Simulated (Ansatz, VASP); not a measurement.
# ScS4: VASP beside Ansatz

```
CELL_PARAMETERS angstrom
-2.23904 2.23904 5.93295
2.23904 -2.23904 5.93295
2.23904 2.23904 -5.93295
ATOMIC_POSITIONS crystal
Sc 0.00000 0.00000 0.00000
S 0.38100 0.38100 0.00000
S 0.61900 0.61900 0.00000
S 0.75000 0.25000 0.50000
S 0.25000 0.75000 0.50000
```

Change from the starting cell: species swapped into the NaGa4 type (I4/mmm, No. 139).

Alike in both runs: task single point; functional PBE; k mesh 6 × 6 × 6; occupations gaussian, width 0.1 eV; no spin polarisation.

|  | VASP | Ansatz |
| --- | --- | --- |
| version | VASP 6.6.1 | Ansatz 0.2.0 |
| potentials or method | VASP PAW PBE potentials, release 64 (Sc_sv, S), cutoff 520 eV | scalar-relativistic, plane waves, PAW |
| valence electrons in the cell | 35 | 35 |

```csv
,VASP,Ansatz,Ansatz less VASP
gap on the k mesh at the Fermi level (eV),none,none,-
pressure (GPa),-9.1,-9.1,+0.03
"traceless stress, the component that is largest in VASP (GPa)",-3.00,-2.99,+0.003
rms of the force components (eV/Å),0.357,0.358,+0.0006
```

Atom by atom the forces differ by 0.001 eV/Å (rms over components). A gap of «none» marks a metal or a gap that the smearing closes.
